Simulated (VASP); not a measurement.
A run of VASP 6.6.1:

The input INCAR:

```
SYSTEM = Ta
PREC     = Accurate       ! precision mode
ENCUT    = 520            ! plane-wave cutoff, eV
EDIFF    = 1E-6           ! SCF threshold, eV
ISMEAR   = 0              ! smearing method
SIGMA    = 0.15           ! smearing width, eV
LREAL    = .FALSE.        ! projectors in reciprocal space
LASPH    = .TRUE.         ! aspherical terms in the spheres
NELM     = 60             ! most SCF steps
ALGO     = Fast           ! electronic algorithm
ISIF     = 2              ! what is computed and relaxed
LWAVE    = .FALSE.        ! write WAVECAR
LCHARG   = .FALSE.        ! write CHGCAR
GGA      = PS             ! functional
NBANDS   = 18             ! bands
```

The input KPOINTS:

```
Automatic mesh
0
G
  18 18 10
  0 0 0
```

Contents of POSCAR:

```
Ta
1.0
    2.9003720726      0.0000000000      0.0000000000
   -1.4501860363      2.5117958953      0.0000000000
    0.0000000000      0.0000000000      5.1662740000
Ta
2
Direct
    0.6218779957      0.2437559913      0.7064483030
    0.3333333333      0.6666666667      0.2500000000
```

Potentials or basis: VASP PAW PBE potentials, release 64 (Ta_pv).

The run is started by

```console
$ cat potpaw_PBE.64/Ta_pv/POTCAR > POTCAR
$ mpirun -np 1 vasp_std > vasp.out
```

Hardware: 1 thread of AMD EPYC 9R45 96-Core Processor (Zen 5) (shared host).

Task: How long does it take, and how much memory?

Result: Run time: 4 min on 1 thread of AMD EPYC 9R45 96-Core Processor (Zen 5), with other jobs on the host, peak memory 0.52 GiB. Counts: scf iterations 13, k points 866.
